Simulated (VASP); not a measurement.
# BAs (P-6m2) in VASP: single point with PBE

Aim: the single point of BAs with PBE.

All numbers are computed with VASP 6.6.1; they aren't measurements. Logs are shortened: lines on timing, memory, paths and dates and some standing lists are left out, and cuts for length are marked.

**1. The cell of the first run**

Symmetry: P-6m2, No. 187, hexagonal system. Conventional cell: a = 3.225 Å, b = 3.225 Å, c = 2.839 Å, α = 90.00°, β = 90.00°, γ = 120.00°. Within 3.1 Å of B (site symmetry -6m2) lie 6 As at 2.34 Å and 2 B at 2.84 Å. As (site symmetry -6m2) has 6 B at 2.34 Å and 2 As at 2.84 Å within 3.1 Å.

The cell was built from a structure type or drawn by symmetry, and may not be a known phase.

**2. Single point, PBE**

File INCAR:

```
PREC = Accurate
ENCUT = 500
EDIFF = 1E-6
ISMEAR = 0
SIGMA = 0.2
LREAL = F
LASPH = T
NELM = 120
ALGO = Normal
ISIF = 2
LWAVE = F
LCHARG = F
GGA = PE
NBANDS = 11
GGA_COMPAT = F
```

File KPOINTS:

```
Automatic mesh
0
Gamma
  7 7 4
```

File POSCAR:

```
BAs
1.0
    3.2253265349      0.0000000030      0.0000000000
   -1.6126632700      2.7932147132      0.0000000000
    0.0000000000      0.0000000000      2.8393929291
B As
1 1
Direct
    0.0000000000      0.0000000000      0.0000000000
    0.3333333333      0.6666666667      0.5000000000
```

Potentials or basis: VASP PAW PBE potentials, release 64 (B, As).

Command:

```bash
$ cat potpaw_PBE.64/B/POTCAR potpaw_PBE.64/As/POTCAR > POTCAR
$ mpirun -np 1 vasp_std > vasp.out
```

OUTCAR:

```text
PREC = Accurate
   ENCUT = 500
   EDIFF = 1E-6
   ISMEAR = 0
   LREAL = F
   LASPH = T
   NELM = 120
   ISIF = 2
   GGA = PE

 ion  position               nearest neighbor table
   1  0.000  0.000  0.000-   2 2.34   2 2.34   2 2.34   2 2.34   2 2.34   2 2.34
   2  0.333  0.667  0.500-   1 2.34   1 2.34   1 2.34   1 2.34   1 2.34   1 2.34

  LATTYP: Found a hexagonal cell.
 ALAT       =     3.2253265349
 C/A-ratio  =     0.8803427803

  Lattice vectors:

 A1 = (   3.2253265349,   0.0000000030,   0.0000000000)
 A2 = (  -1.6126632700,   2.7932147132,   0.0000000000)
 A3 = (   0.0000000000,   0.0000000000,   2.8393929291)

Analysis of symmetry for initial positions (statically):
=====================================================================
 Subroutine PRICEL returns:
 Original cell was already a primitive cell.

 Routine SETGRP: Setting up the symmetry group for a
 hexagonal supercell.

 Subroutine GETGRP returns: Found 12 space group operations
 (whereof 12 operations were pure point group operations)
 out of a pool of 24 trial point group operations.

The static configuration has the point symmetry D_3h.

Analysis of symmetry for dynamics (positions and initial velocities):
=====================================================================
 Subroutine PRICEL returns:
 Original cell was already a primitive cell.

 Routine SETGRP: Setting up the symmetry group for a
 hexagonal supercell.

 Subroutine GETGRP returns: Found 12 space group operations
 (whereof 12 operations were pure point group operations)
 out of a pool of 24 trial point group operations.

The dynamic configuration has the point symmetry D_3h.

 Subroutine INISYM returns: Found 12 space group operations
 (whereof 12 operations are pure point group operations),
 and found     1 'primitive' translations

----------------------------------------------------------------------------------------

                                     Primitive cell

  volume of cell :      25.5802

  direct lattice vectors                    reciprocal lattice vectors
     3.225326535  0.000000003  0.000000000     0.310046127  0.179005215  0.000000000
    -1.612663270  2.793214713  0.000000000    -0.000000000  0.358010430  0.000000000
     0.000000000  0.000000000  2.839392929     0.000000000  0.000000000  0.352187959

  length of vectors
     3.225326535  3.225326535  2.839392929     0.358010430  0.358010430  0.352187959

[... 86 lines left out ...]
   ISYM   =      2    0-nonsym 1-usesym 2-fastsym
   POTIM  = 0.5000    time-step for ionic-motion
   TEBEG  =    0.0;   TEEND  =   0.0 temperature during run
   PSTRESS=    0.0 pullay stress
   NELECT =       8.0000    total number of electrons
   NUPDOWN=      -1.0000    fix difference up-down
   EMIN   =  10.00;   EMAX   =-10.00  energy-range for DOS
   EFERMI =   0.00;   METHOD = LEGACY
   ISMEAR =     0;   SIGMA  =   0.20  broadening in eV -4-tet -1-fermi 0-gaus
   EFERMI_NEDOS =   21; number of points for ismear=-14 and -15
   IALGO  =     38    algorithm
   IMIX   =      4    mixing-type and parameters
     AMIX     =   0.40;   BMIX     =  1.00
     AMIX_MAG =   1.60;   BMIX_MAG =  1.00
  volume/ion in A,a.u.               =      12.79        86.31
  Fermi-wavevector in a.u.,A,eV,Ry     =   1.111229  2.099919 16.800888  1.234830
  Thomas-Fermi vector in A             =   2.247790
   LORBIT       =      0    0 simple, 1 ext, 2 COOP (PROOUT), +10 PAW based schemes
   GGA     = PE    functional components
   LHFCALC =     F    Hartree Fock is set to
   AEXX    =    0.0000 exact exchange contribution
   IVDW    =     0    specifies the selected vdW correction
   LEPSILON=     F    determine dielectric tensor
   LRPA    =     F    only Hartree local field effects (RPA)
 non-spin polarized calculation
 Gauss-broadening in eV      SIGMA  =   0.20
  energy-cutoff  :      500.00
  volume of cell :       25.58
 maximum number of plane-waves:       658
 NGX is ok and might be reduce to    24
   NGX = 11   NGY = 11   NGZ = 11

 number of electron       7.9999999 magnetization

 Free energy of the ion-electron system (eV)
  ---------------------------------------------------
  ext. energy  EPLUGINS =         0.00000000
  ---------------------------------------------------
  free energy    TOTEN  =        -9.19722887 eV

  energy without entropy =       -9.17896629  energy(sigma->0) =       -9.18809758

 E-fermi :   6.9855     XC(G=0): -11.2124

 val. band max:        6.8715940763   @ k =   0.2857   0.2857   0.2500
 cond. band min:       7.0798704488   @ k =   0.2857   0.1429   0.5000
 fundamental gap:      0.2082763725
 Fermi energy:         6.9854570616

 k-point     1 :       0.0000    0.0000    0.0000
  band No.  band energies     occupation
      1      -8.8776      2.00000
      2       6.2742      2.00000
      3       6.2742      2.00000
      4       6.5053      1.99931
      5       8.6040      0.00000
      6      11.0307      0.00000
      7      11.0307      0.00000
      8      13.1437      0.00000
      9      17.0317      0.00000
     10      18.0087      0.00000
     11      23.6560      0.00000
[... 309 lines left out ...]
 k-point    24 :       0.2857    0.2857    0.5000
  band No.  band energies     occupation
      1      -2.0507      2.00000
      2       0.2548      2.00000
      3       1.3389      2.00000
      4       2.8380      2.00000
      5       4.7439      2.00000
      6       5.5103      2.00000
      7      15.5188      0.00000
      8      16.1456      0.00000
      9      20.3040      0.00000
     10      20.9963      0.00000
     11      24.7717      0.00000

------------------------ aborting loop because EDIFF is reached ----------------------------------------

  FORCE on cell =-STRESS in cart. coord.  units (eV):
  Direction    XX          YY          ZZ          XY          YZ          ZX
  --------------------------------------------------------------------------------------
  -------------------------------------------------------------------------------------
  Total        0.0288784      0.0288784      0.0788717      0.0000000     -0.0000000      0.0000000
  in kB        1.8087589      1.8087589      4.9400151      0.0000000     -0.0000000      0.0000000
  external PRESSURE =       2.8525110 kB  Pullay stress =       0.0000000 kB

 VOLUME and BASIS-vectors are now :
 -----------------------------------------------------------------------------
  energy-cutoff  :      500.00
  volume of cell :       25.58
      direct lattice vectors                 reciprocal lattice vectors
     3.225326535  0.000000003  0.000000000     0.310046127  0.179005215  0.000000000
    -1.612663270  2.793214713  0.000000000    -0.000000000  0.358010430  0.000000000
     0.000000000  0.000000000  2.839392929     0.000000000  0.000000000  0.352187959

 POSITION                                       TOTAL-FORCE (eV/Angst)
 -----------------------------------------------------------------------------------
      0.00000      0.00000      0.00000         0.000000      0.000000      0.000000
     -0.00000      1.86214      1.41970        -0.000000     -0.000000      0.000000
 -----------------------------------------------------------------------------------
    total drift:                                0.000000     -0.000000     -0.000000

  FREE ENERGIE OF THE ION-ELECTRON SYSTEM (eV)
  ---------------------------------------------------
  free  energy   TOTEN  =        -9.1972288660 eV

  energy  without entropy=       -9.1789662879  energy(sigma->0) =       -9.18809758
```

OSZICAR:

```text
N       E                     dE             d eps       ncg     rms          rms(c)
DAV:   1     0.121495587632E+02    0.12150E+02   -0.37006E+03   528   0.621E+02
DAV:   2    -0.878392916351E+01   -0.20933E+02   -0.20277E+02   696   0.998E+01
DAV:   3    -0.939508632880E+01   -0.61116E+00   -0.60917E+00   650   0.154E+01
DAV:   4    -0.939657009619E+01   -0.14838E-02   -0.14836E-02   585   0.837E-01
DAV:   5    -0.939657161162E+01   -0.15154E-05   -0.15154E-05   651   0.295E-02    0.364E+00
DAV:   6    -0.920312364566E+01    0.19345E+00   -0.83490E-01   570   0.305E+00    0.179E+00
DAV:   7    -0.919865362614E+01    0.44700E-02   -0.34469E-02   648   0.108E+00    0.906E-01
DAV:   8    -0.919716727088E+01    0.14864E-02   -0.27695E-03   567   0.356E-01    0.490E-02
DAV:   9    -0.919721629554E+01   -0.49025E-04   -0.71375E-05   615   0.562E-02    0.317E-02
DAV:  10    -0.919722912865E+01   -0.12833E-04   -0.17421E-05   573   0.273E-02    0.553E-03
DAV:  11    -0.919722886605E+01    0.26260E-06   -0.83202E-07   401   0.479E-03
   1 F= -.91972289E+01 E0= -.91880976E+01  d E =-.182626E-01
```

Run time: 7.3 s. Hardware: 1 thread of Intel Xeon 8259CL, shared host; peak memory 0.14 GiB.

What came out:

```
Free energy            : -9.1972 eV
Pressure               : 0.3 GPa
Band gap on the k mesh : zero (bands 4 and 5 overlap by 5.08 eV)
```

Stress tensor (GPa, compression positive):
```
0.18 0.00 0.00
0.00 0.18 0.00
0.00 0.00 0.49
```

Caveat: the k points lie up to 0.55 Å⁻¹ apart, too coarse for converged energies and pressures of a metal.
